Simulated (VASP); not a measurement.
# BaY (P4/mmm) in VASP: further runs

Runs on BaY. Level: PBE. Tasks: single point.

All numbers are computed with VASP 6.6.1; they aren't measurements. Logs are shortened: lines on timing, memory, paths and dates and some standing lists are left out, and cuts for length are marked.

### Step 1. The cell of the first run

It takes space group P4/mmm (No. 123, tetragonal). Conventional cell: a = 4.424 Å, b = 4.424 Å, c = 4.413 Å, α = 90.00°, β = 90.00°, γ = 90.00°. Within 5.0 Å of Ba (site symmetry 4/mmm) lie 8 Y at 3.83 Å and 6 Ba at 4.41 to 4.42 Å. Within 5.0 Å of Y (site symmetry 4/mmm) lie 8 Ba at 3.83 Å and 6 Y at 4.41 to 4.42 Å.

The cell was built from a structure type or drawn by symmetry, and may not be a known phase.

### Step 2. Single point, PBE

INCAR reads:

```
SYSTEM = BaY
PREC = Accurate
ENCUT = 520
EDIFF = 1E-6
ISMEAR = 0
SIGMA = 0.1
LREAL = .False.
LASPH = .True.
NELM = 100
ALGO = Fast
ISIF = 2
LWAVE = .False.
LCHARG = .True.
GGA = PE
LELF = .True.
LVHAR = .True.
NBANDS = 18
```

KPOINTS reads:

```
regular mesh
0
Gamma
  14 14 12
  0 0 0
```

POSCAR reads:

```
BaY
1.0
    4.4238216117      0.0000000000      0.0000000000
    0.0000000000      4.4238216117      0.0000000000
    0.0000000000      0.0000000000      4.4134698711
Ba Y
1 1
Direct
    0.0000000000      0.0000000000      0.0000000000
    0.5000000000      0.5000000000      0.5000000000
```

Potentials or basis: VASP PAW PBE potentials, release 64 (Ba_sv, Y_sv).

Command:

```sh
> cat potpaw_PBE.64/Ba_sv/POTCAR potpaw_PBE.64/Y_sv/POTCAR > POTCAR
> mpirun -np 1 vasp_std > vasp.out
```

OUTCAR:

```text
SYSTEM = BaY
   PREC = Accurate
   ENCUT = 520
   EDIFF = 1E-6
   ISMEAR = 0
   LREAL = .False.
   LASPH = .True.
   NELM = 100
   ISIF = 2
   GGA = PE

 ion  position               nearest neighbor table
   1  0.000  0.000  0.000-   2 3.83   2 3.83   2 3.83   2 3.83   2 3.83   2 3.83   2 3.83   2 3.83

   2  0.500  0.500  0.500-   1 3.83   1 3.83   1 3.83   1 3.83   1 3.83   1 3.83   1 3.83   1 3.83

  LATTYP: Found a simple tetragonal cell.
 ALAT       =     4.4238216117
 C/A-ratio  =     0.9976600004

  Lattice vectors:

 A1 = (   4.4238216117,   0.0000000000,   0.0000000000)
 A2 = (   0.0000000000,   4.4238216117,   0.0000000000)
 A3 = (   0.0000000000,   0.0000000000,   4.4134698711)

Analysis of symmetry for initial positions (statically):
=====================================================================
 Subroutine PRICEL returns:
 Original cell was already a primitive cell.

 Routine SETGRP: Setting up the symmetry group for a
 simple tetragonal supercell.

 Subroutine GETGRP returns: Found 16 space group operations
 (whereof 16 operations were pure point group operations)
 out of a pool of 16 trial point group operations.

The static configuration has the point symmetry D_4h.

Analysis of symmetry for dynamics (positions and initial velocities):
=====================================================================
 Subroutine PRICEL returns:
 Original cell was already a primitive cell.

 Routine SETGRP: Setting up the symmetry group for a
 simple tetragonal supercell.

 Subroutine GETGRP returns: Found 16 space group operations
 (whereof 16 operations were pure point group operations)
 out of a pool of 16 trial point group operations.

The dynamic configuration has the point symmetry D_4h.

 Subroutine INISYM returns: Found 16 space group operations
 (whereof 16 operations are pure point group operations),
 and found     1 'primitive' translations

----------------------------------------------------------------------------------------

                                     Primitive cell

  volume of cell :      86.3725

  direct lattice vectors                    reciprocal lattice vectors
     4.423821612  0.000000000  0.000000000     0.226048898  0.000000000  0.000000000
     0.000000000  4.423821612  0.000000000     0.000000000  0.226048898  0.000000000
     0.000000000  0.000000000  4.413469871     0.000000000  0.000000000  0.226579093

  length of vectors
     4.423821612  4.423821612  4.413469871     0.226048898  0.226048898  0.226579093

  position of ions in fractional coordinates (direct lattice)
     0.000000000  0.000000000  0.000000000
     0.500000000  0.500000000  0.500000000

  ion indices of the primitive-cell ions
   primitive index   ion index
                 1           1
                 2           2

----------------------------------------------------------------------------------------

 KPOINTS: regular mesh

Automatic generation of k-mesh.
 Grid dimensions read from file:
 generate k-points for:   14   14   12

 Generating k-lattice:

  Cartesian coordinates                     Fractional coordinates (reciprocal lattice)
     0.016146350  0.000000000  0.000000000     0.071428571  0.000000000  0.000000000
     0.000000000  0.016146350  0.000000000     0.000000000  0.071428571  0.000000000
     0.000000000  0.000000000  0.018881591     0.000000000  0.000000000  0.083333333

  Length of vectors
     0.016146350  0.016146350  0.018881591

  Shift w.r.t. Gamma in fractional coordinates (k-lattice)
     0.000000000  0.000000000  0.000000000

 Subroutine IBZKPT returns following result:
 ===========================================

 Found    252 irreducible k-points:

 Following reciprocal coordinates:
            Coordinates               Weight
  0.000000  0.000000  0.000000      1.000000
  0.071429  0.000000  0.000000      4.000000
  0.142857  0.000000  0.000000      4.000000
  0.214286  0.000000  0.000000      4.000000
  0.285714  0.000000  0.000000      4.000000
  0.357143  0.000000  0.000000      4.000000
[... 16 lines left out ...]
  0.285714  0.214286  0.000000      8.000000
  0.357143  0.214286  0.000000      8.000000
 [... further k-points ...]
   k-points           NKPTS =    252   k-points in BZ     NKDIM =    252   number of bands    NBANDS=     18
   number of dos      NEDOS =    301   number of ions     NIONS =      2
   total plane-waves  NPLWV =  46656
   dimension x,y,z NGX =    36 NGY =   36 NGZ =   36
   dimension x,y,z NGXF=    72 NGYF=   72 NGZF=   72
   ions per type =               1   1
   NGX,Y,Z   is equivalent  to a cutoff of  13.53, 13.53, 13.56 a.u.
   NGXF,Y,Z  is equivalent  to a cutoff of  27.06, 27.06, 27.12 a.u.
 SYSTEM =  BaY
   PREC   = accura    normal or accurate (medium, high low for compatibility)
   ISTART =      0    job   : 0-new  1-cont  2-samecut
   ICHARG =      2    charge: 1-file 2-atom 10-const
   ISPIN  =      1    spin polarized calculation?
   LNONCOLLINEAR =      F non collinear calculations
   LSORBIT =      F    spin-orbit coupling
   LASPH  =      T    aspherical Exc in radial PAW
   ENCUT  =  520.0 eV  38.22 Ry    6.18 a.u.   8.23  8.23  8.21*2*pi/ulx,y,z
   NELM   =    100;   NELMIN=  2; NELMDL= -5     # of ELM steps
   EDIFF  = 0.1E-05   stopping-criterion for ELM
   LREAL  =      F    real-space projection
   EDIFFG = 0.1E-04   stopping-criterion for IOM
   NSW    =      0    number of steps for IOM
   IBRION =     -1    ionic relax: 0-MD 1-quasi-New 2-CG
   NFREE  =      0    steps in history (QN), initial steepest desc. (CG)
   ISIF   =      2    stress and relaxation
   ISYM   =      2    0-nonsym 1-usesym 2-fastsym
   POTIM  = 0.5000    time-step for ionic-motion
   TEBEG  =    0.0;   TEEND  =   0.0 temperature during run
   PSTRESS=    0.0 pullay stress
   NELECT =      21.0000    total number of electrons
   NUPDOWN=      -1.0000    fix difference up-down
   EMIN   =  10.00;   EMAX   =-10.00  energy-range for DOS
   EFERMI =   0.00;   METHOD = LEGACY
   ISMEAR =     0;   SIGMA  =   0.10  broadening in eV -4-tet -1-fermi 0-gaus
   EFERMI_NEDOS =   21; number of points for ismear=-14 and -15
   IALGO  =     68    algorithm
   IMIX   =      4    mixing-type and parameters
     AMIX     =   0.40;   BMIX     =  1.00
     AMIX_MAG =   1.60;   BMIX_MAG =  1.00
  volume/ion in A,a.u.               =      43.19       291.44
  Fermi-wavevector in a.u.,A,eV,Ry     =   1.021777  1.930879 14.204867  1.044028
  Thomas-Fermi vector in A             =   2.155420
   LORBIT       =      0    0 simple, 1 ext, 2 COOP (PROOUT), +10 PAW based schemes
   GGA     = PE    functional components
   LHFCALC =     F    Hartree Fock is set to
   AEXX    =    0.0000 exact exchange contribution
   IVDW    =     0    specifies the selected vdW correction
   LEPSILON=     F    determine dielectric tensor
   LRPA    =     F    only Hartree local field effects (RPA)
 non-spin polarized calculation
 RMM-DIIS sequential band-by-band and
 Gauss-broadening in eV      SIGMA  =   0.10
  energy-cutoff  :      520.00
  volume of cell :       86.37
 maximum number of plane-waves:      2360
 NGX is ok and might be reduce to    36
   NGX = 17   NGY = 17   NGZ = 17

 number of electron      21.0000000 magnetization

 Free energy of the ion-electron system (eV)
  ---------------------------------------------------
  ext. energy  EPLUGINS =         0.00000000
  ---------------------------------------------------
  free energy    TOTEN  =        -7.65346228 eV

  energy without entropy =       -7.63213514  energy(sigma->0) =       -7.64279871

 E-fermi :   2.4796     XC(G=0):  -8.5708

 val. band max:        2.4792622924   @ k =   0.4286   0.2857   0.5000
 cond. band min:       2.4800149052   @ k =   0.4286   0.3571   0.2500
 fundamental gap:      0.0007526128
 Fermi energy:         2.4796300973

 k-point     1 :       0.0000    0.0000    0.0000
  band No.  band energies     occupation
      1     -41.1784      2.00000
      2     -25.4608      2.00000
      3     -21.1061      2.00000
      4     -21.1061      2.00000
      5     -21.1041      2.00000
      6     -10.5972      2.00000
[... 10 lines left out ...]
     17       7.6123      0.00000
     18       7.6247      0.00000

 k-point     2 :       0.0714    0.0000    0.0000
  band No.  band energies     occupation
      1     -41.1783      2.00000
      2     -25.4601      2.00000
      3     -21.1074      2.00000
      4     -21.1059      2.00000
      5     -21.1040      2.00000
      6     -10.6152      2.00000
[... 10 lines left out ...]
     17       7.0994      0.00000
     18       7.1386      0.00000

 k-point     3 :       0.1429    0.0000    0.0000
  band No.  band energies     occupation
      1     -41.1782      2.00000
      2     -25.4581      2.00000
      3     -21.1110      2.00000
      4     -21.1054      2.00000
      5     -21.1035      2.00000
      6     -10.6649      2.00000
[... 10 lines left out ...]
     17       6.4717      0.00000
     18       6.7268      0.00000

 k-point     4 :       0.2143    0.0000    0.0000
  band No.  band energies     occupation
      1     -41.1779      2.00000
      2     -25.4552      2.00000
      3     -21.1163      2.00000
      4     -21.1047      2.00000
      5     -21.1027      2.00000
      6     -10.7351      2.00000
[... 375 lines left out ...]
      4     -21.1142      2.00000
      5     -21.1015      2.00000
      6     -10.7337      2.00000
[... 10 lines left out ...]
     17       5.6160      0.00000
     18       5.9430      0.00000

 k-point    23 :       0.2857    0.2143    0.0000
  band No.  band energies     occupation
      1     -41.1773      2.00000
      2     -25.4453      2.00000
      3     -21.1231      2.00000
      4     -21.1155      2.00000
      5     -21.1007      2.00000
      6     -10.7922      2.00000
[... 10 lines left out ...]
     17       5.7690      0.00000
     18       5.9747      0.00000

 k-point    24 :       0.3571    0.2143    0.0000
  band No.  band energies     occupation
      1     -41.1770      2.00000
      2     -25.4421      2.00000
      3     -21.1286      2.00000
      4     -21.1157      2.00000
      5     -21.1000      2.00000
      6     -10.8527      2.00000
[... 10 lines left out ...]
     17       5.8829      0.00000
     18       6.0001      0.00000

 [... further k-points ...]
[... 5 lines left out ...]
  --------------------------------------------------------------------------------------
  -------------------------------------------------------------------------------------
  Total        0.0934560      0.0934560      0.0960499      0.0000000      0.0000000      0.0000000
  in kB        1.7335746      1.7335746      1.7816891      0.0000000      0.0000000      0.0000000
  external PRESSURE =       1.7496128 kB  Pullay stress =       0.0000000 kB

 VOLUME and BASIS-vectors are now :
 -----------------------------------------------------------------------------
  energy-cutoff  :      520.00
  volume of cell :       86.37
      direct lattice vectors                 reciprocal lattice vectors
     4.423821612  0.000000000  0.000000000     0.226048898  0.000000000  0.000000000
     0.000000000  4.423821612  0.000000000     0.000000000  0.226048898  0.000000000
     0.000000000  0.000000000  4.413469871     0.000000000  0.000000000  0.226579093

 POSITION                                       TOTAL-FORCE (eV/Angst)
 -----------------------------------------------------------------------------------
      0.00000      0.00000      0.00000         0.000000      0.000000      0.000000
      2.21191      2.21191      2.20673         0.000000      0.000000      0.000000
 -----------------------------------------------------------------------------------
    total drift:                                0.000000      0.000000      0.000000

  FREE ENERGIE OF THE ION-ELECTRON SYSTEM (eV)
  ---------------------------------------------------
  free  energy   TOTEN  =        -7.6534622755 eV

  energy  without entropy=       -7.6321351441  energy(sigma->0) =       -7.64279871
```

Wall time 17 min (1 thread of Intel Xeon Platinum 8488C (Sapphire Rapids), shared host); peak memory 0.59 GiB.

Results:

```yaml
Free_energy: -7.6535 eV
Pressure: 0.2 GPa
Band_gap_on_the_k_mesh: zero (an odd number of electrons rules out a gap without spin polarisation)
```

Caveat: spin-orbit coupling is left out, which moves the levels of the heavy elements.

### Step 3. Single point, PBE

INCAR reads:

```
SYSTEM = BaY
PREC = Accurate ; ENCUT = 520
EDIFF = 1E-7 ; ISMEAR = 0
SIGMA = 0.1 ; LREAL = .False.
LASPH = .True. ; NELM = 100
ALGO = Fast ; ISIF = 2
LWAVE = .False. ; LCHARG = .False.
GGA = PE ; NBANDS = 18
```

KPOINTS reads:

```
regular mesh
0
Gamma
  12 12 12
  0 0 0
```

POSCAR is that of step 2.

Potentials or basis: VASP PAW PBE potentials, release 64 (Ba_sv, Y_sv).

Command:

```sh
> cat potpaw_PBE.64/Ba_sv/POTCAR potpaw_PBE.64/Y_sv/POTCAR > POTCAR
> mpirun -np 1 vasp_std > vasp.out
```

Run time: 24 min. Hardware: 1 thread of Intel Xeon Platinum 8259CL at 2.50GHz (Skylake/Cascade Lake), shared host; peak memory 0.5 GiB.

Results (log left out):

```yaml
Free_energy: -7.6541 eV
Pressure: 0.1 GPa
Band_gap_on_the_k_mesh: zero (an odd number of electrons rules out a gap without spin polarisation)
```

Levels at points of the mesh, in eV from the Fermi level:
```tsv
k point	band 8	band 9	band 10	band 11	band 12	band 13	band 14	band 15
(0.00, 0.00, 0.00)	-13.08	-3.65	-1.06	-1.05	1.54	1.55	1.55	3.48
(0.50, 0.00, 0.00)	-13.06	-1.35	-1.26	0.15	1.04	1.48	1.49	2.15
(0.50, 0.50, 0.00)	-13.02	-1.87	-1.00	0.37	0.37	1.38	1.38	2.51
(0.00, 0.00, 0.50)	-13.06	-1.34	-1.26	0.15	1.05	1.48	1.48	2.14
(0.50, 0.00, 0.50)	-13.03	-1.87	-1.00	0.35	0.35	1.39	1.40	2.53
(0.50, 0.50, 0.50)	-13.33	-0.14	-0.14	-0.14	0.65	0.65	0.66	2.84
```

Caveat: spin-orbit coupling is left out, which moves the levels of the heavy elements.
